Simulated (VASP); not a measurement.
Crystal: NaF (Villiaumite).

```xyz
2
Lattice="0.0000 2.3200 2.3200 2.3200 0.0000 2.3200 2.3200 2.3200 0.0000" Properties=species:S:1:pos:R:3 pbc="T T T"
Na    0.0000    0.0000    0.0000
F     2.3200    2.3200    2.3200
```

```yaml
Program: VASP 6.6.1
Task: relaxation of cell and atoms
Functional: PBE
Potentials_or_basis: VASP PAW PBE potentials, release 64 (Na_pv, F)
Cutoff: 600 eV
k_mesh: 6 × 6 × 6
Occupations: gaussian, width 0.01 eV
Spin: no spin polarisation
```

At the start: pressure 1.7 GPa; volume 12.49 Å³/atom.

Task: How do energy, volume and symmetry change on relaxing?

Result: Over 3 steps the energy falls by 2.3 meV/atom and the volume is 12.96 Å³/atom (+3.8 %); space group Fm-3m (No. 225, to 0.05 Å).

The path:
| step | energy change (eV) | largest force (eV/Å) | pressure (GPa) | volume (Å³) |
| --- | --- | --- | --- | --- |
| 1 | 0.0000 | 0.0000 | 1.71 | 24.97 |
| 2 | -0.0037 | 0.0000 | 0.75 | 25.46 |
| 3 | -0.0046 | 0.0000 | -0.13 | 25.91 |

Final structure:
```cif
data_structure
_symmetry_space_group_name_H-M 'P 1'
_symmetry_Int_Tables_number 1
_cell_length_a 3.3216
_cell_length_b 3.3216
_cell_length_c 3.3216
_cell_angle_alpha 60.000
_cell_angle_beta 60.000
_cell_angle_gamma 60.000
_cell_volume 25.91
loop_
_atom_site_label
_atom_site_type_symbol
_atom_site_fract_x
_atom_site_fract_y
_atom_site_fract_z
_atom_site_occupancy
Na1 Na 0.00000 0.00000 0.00000 1
F1 F 0.50000 0.50000 0.50000 1
```
